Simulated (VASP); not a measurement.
Runs of VASP 6.6.1 on SnO. The structure is that of space group P4/nmm (No. 129), or close to it. The cells are those of the table. 

```csv
task,cell,gap on the mesh (eV),pressure (GPa),largest force (eV/Å)
single point,"a = 3.877, b = 3.877, c = 4.931 Å, 4 atoms",0.24,-1.0,0.34
electric field gradients,"a = 3.802, b = 3.802, c = 4.836 Å, angles 90.6°, 4 atoms",0.02,4.5,(b)
single point,"a = 3.827, b = 3.827, c = 4.868 Å, 4 atoms",0.10,2.5,0.15
single point,"a = 3.751, b = 3.751, c = 4.771 Å, 4 atoms",none,9.0,(a)
electric field gradients,"a = 3.724, b = 3.724, c = 4.737 Å, 4 atoms",none,11.8,1.42
```

Alike in all rows: level PBE; potentials or basis VASP PAW PBE potentials, release 64 (Sn_d, O); no spin polarisation; k mesh 8 × 8 × 6; cutoff (eV) 520; smearing fermi-dirac 0.01 eV.

Fill in the values left out.

(a) 1.07; (b) 0.45.

Caveats: spin-orbit coupling is left out, which moves the levels of the heavy elements; forces of over 1 eV/Å act on the atoms, so gaps and moduli don't describe the material at rest (some runs).

A k mesh can miss the band edges, and the runs leave out spin-orbit coupling on Sn.

A gap of «none» marks levels without a gap at the run's occupations.
